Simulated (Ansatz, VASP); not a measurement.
C3N2 in VASP and in Ansatz

File INCAR:

```
SYSTEM = C3N2
PREC = Accurate
ENCUT = 600
EDIFF = 1E-6
ISMEAR = 0
SIGMA = 0.1
LREAL = .False.
LASPH = .True.
NELM = 80
ALGO = Normal
ISIF = 3
LWAVE = .False.
LCHARG = .False.
GGA = PE
IBRION = 2
NSW = 90
EDIFFG = -0.04
```

Contents of KPOINTS:

```
Automatic mesh
0
Gamma
  12 12 2
  0 0 0
```

File POSCAR:

```
C3N2
1.0
    2.4042271979      0.0000000000      0.0000000000
   -1.2021135989      2.0821218298      0.0000000000
    0.0000000000      0.0000000000      8.4771254588
C N
3 2
Direct
    0.0000000000      0.0000000000      0.6216941064
    0.0000000000      0.0000000000      0.3783058936
    0.6666666667      0.3333333333      0.0000000000
    0.6666666667      0.3333333333      0.5000000000
    0.3333333333      0.6666666667      0.0000000000
```

Input for Ansatz:

```yaml
crystal:
  lattice:
    - [2.4042271979, 0.0, 0.0]
    - [-1.2021135989, 2.0821218298, 0.0]
    - [0.0, 0.0, 8.4771254588]
  atoms:
    - { symbol: C, position: [0.0, 0.0, 0.6216941064] }
    - { symbol: C, position: [0.0, 0.0, 0.3783058936] }
    - { symbol: C, position: [0.6666666667, 0.3333333333, 0.0] }
    - { symbol: "N", position: [0.6666666667, 0.3333333333, 0.5] }
    - { symbol: "N", position: [0.3333333333, 0.6666666667, 0.0] }
basis:
  ecutwfc: 420
kpoints:
  mp_grid: { grid: [12, 12, 2] }
hamiltonian:
  xc: pbe
scf:
  occupations: { method: gaussian, width: 0.1 }
  lower_state_search: "off"
output:
  forces: true
  stress: true
  eigenvalues: true
relax:
  adjacent_minimum: "off"
  f_tol: 0.04
  max_steps: 70
  cell: { stress_tol: 0.4 }
```

Change from the starting cell: species swapped into the Fe3Ge2 type (P-6m2, No. 187).

Alike in both runs: task relaxation of cell and atoms; functional PBE; k mesh 12 × 12 × 2; occupations gaussian, width 0.1 eV; no spin polarisation.

```csv
,VASP,Ansatz
version,VASP 6.6.1,Ansatz 0.2.0
potentials or method,"VASP PAW PBE potentials, release 64 (C, N), cutoff 600 eV","scalar-relativistic, plane waves, PAW"
valence electrons in the cell,22,22
```

|  | VASP | Ansatz | Ansatz less VASP |
| --- | --- | --- | --- |
| gap on the k mesh at the Fermi level, each at its own relaxed structure (eV) | none | none | - |
| relaxed volume (Å³/atom) | 8.45 | 8.34 | -0.108 |
| relaxed cell length with the largest relative difference (Å) | 8.523 | 8.422 | -0.1007 |

A gap of «none» marks a metal or a gap that the smearing closes.

The k mesh is coarse, so the values compare programs but aren't converged.
